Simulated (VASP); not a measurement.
Write the native input for VASP 6.6.1 that does the following.

```
Task                   : single point
Functional             : r2SCAN
Potentials or basis    : VASP PAW PBE potentials, release 64 (B_h, N_h)
Cutoff                 : 1460 eV
k mesh                 : 12 × 12 × 12
Occupations            : gaussian, width 0.01 eV
Spin                   : no spin polarisation
Dipole correction      : no
Further INCAR settings : ALGO = Normal; EDIFF = 1e-06; NBANDS = 11
```

BN:

```xyz
2
Lattice="0.0000 1.8048 1.8409 1.8048 0.0000 1.8409 1.8048 1.8048 0.0000" Properties=species:S:1:pos:R:3 pbc="T T T"
B     0.0000    0.0000    0.0000
N     0.9024    0.9024    0.9205
```

This cell differs from its parent crystal: uniaxial z strain +2.0%.

The input as run:

POSCAR

```
BN
1.0
    0.0000000000      1.8048254650      1.8409219743
    1.8048254650      0.0000000000      1.8409219743
    1.8048254650      1.8048254650      0.0000000000
B N
1 1
Direct
    0.0000000000      0.0000000000      0.0000000000
    0.2500000000      0.2500000000      0.2500000000
```

INCAR.step1

```
PREC     = Accurate       # precision mode
ENCUT    = 1460           # plane-wave cutoff, eV
ISMEAR   = 0              # smearing method
SIGMA    = 0.01           # smearing width, eV
LREAL    = F              # projectors in reciprocal space
LASPH    = T              # aspherical terms in the spheres
NELM     = 120            # most SCF steps
NBANDS   = 11             # bands
GGA      = PE             # functional
ALGO     = Normal         # electronic algorithm
EDIFF    = 1E-5           # SCF threshold, eV
LWAVE    = T              # write WAVECAR
LCHARG   = F              # write CHGCAR
GGA_COMPAT= F
```

INCAR.step2

```
PREC     = Accurate       # precision mode
ENCUT    = 1460           # plane-wave cutoff, eV
EDIFF    = 1E-6           # SCF threshold, eV
ISMEAR   = 0              # smearing method
SIGMA    = 0.01           # smearing width, eV
LREAL    = F              # projectors in reciprocal space
LASPH    = T              # aspherical terms in the spheres
NELM     = 120            # most SCF steps
ALGO     = Normal         # electronic algorithm
ISIF     = 2              # what is computed and relaxed
LWAVE    = F              # write WAVECAR
LCHARG   = F              # write CHGCAR
METAGGA  = R2SCAN         # meta-GGA
LMIXTAU  = T            
NBANDS   = 11             # bands
ISTART   = 1            
GGA_COMPAT= F
```

KPOINTS

```
Automatic mesh
0
Gamma
  12 12 12
```

Potentials or basis: VASP PAW PBE potentials, release 64 (B_h, N_h).

Run with:

```console
$ cat potpaw_PBE.64/B_h/POTCAR potpaw_PBE.64/N_h/POTCAR > POTCAR
$ cp INCAR.step1 INCAR
$ mpirun -np 1 vasp_std > vasp.out
$ cp INCAR.step2 INCAR
$ mpirun -np 1 vasp_std > vasp.out
```

It gave:

```
Pressure               : -7.9 GPa
Band gap on the k mesh : 4.79 eV (least direct gap 9.36 eV)
```

Caveat: the cell differs from its parent crystal (uniaxial z strain +2.0%); the stress differs along the axes, from -17 to -4 GPa; the PAW data sets were made with another functional, which shifts forces and pressure a little.

Run time: 2 min on 1 thread of Intel(R) Xeon(R) Platinum 8488C (Sapphire Rapids), on a shared host, peak memory 0.24 GiB.
